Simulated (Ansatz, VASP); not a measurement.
# One calculation of Sn3Te2O, two programs

```xyz
6
Lattice="6.3829 0.0000 0.0000 -3.1915 5.5278 0.0000 0.0000 0.0000 5.5521" Properties=species:S:1:pos:R:3 pbc="T T T"
Sn    1.5957    2.7639    2.7809
Sn    3.1915    0.0000    2.7809
Sn   -1.5957    2.7639    2.7809
Te    3.1915    1.8426    6.0289
Te    0.0000    3.6852    6.0289
O     0.0000    0.0000    2.8828
```

Change from the starting cell: species swapped into the ErCo3Ge2 type (P6mm, No. 183).

Alike in both runs: functional PBE; k mesh 3 × 3 × 4; occupations gaussian, width 0.1 eV; no spin polarisation.

Ansatz relaxed the structure, and its values are those at the end. VASP's run is a single point on that final structure, the one shown.

```csv
,VASP,Ansatz
version,VASP 6.6.1,Ansatz 0.2.0
potentials or method,"VASP PAW PBE potentials, release 64 (Sn_d, Te, O), cutoff 520 eV","scalar-relativistic, plane waves, PAW"
valence electrons in the cell,60,80
```

Ansatz gave:

| Property | Result |
| --- | --- |
| gap on the k mesh at the Fermi level (eV) | none |
| pressure (GPa) | 0.0 |
| rms of the force components (eV/Å) | 0.006 |

Problem. What did VASP give for the same quantities?

Solution. gap on the k mesh at the Fermi level (eV): none; pressure (GPa): 0.0; rms of the force components (eV/Å): 0.002.

A gap of «none» marks a metal or a gap that the smearing closes. With one functional, cell and mesh, what is left measures potentials, basis and numerics. VASP's potentials hold 60 valence electrons a cell and Ansatz's 80, so a difference there can come from the potentials and not from the codes.

The k mesh is coarse, so the values compare programs but aren't converged. Neither program's run includes spin-orbit coupling.
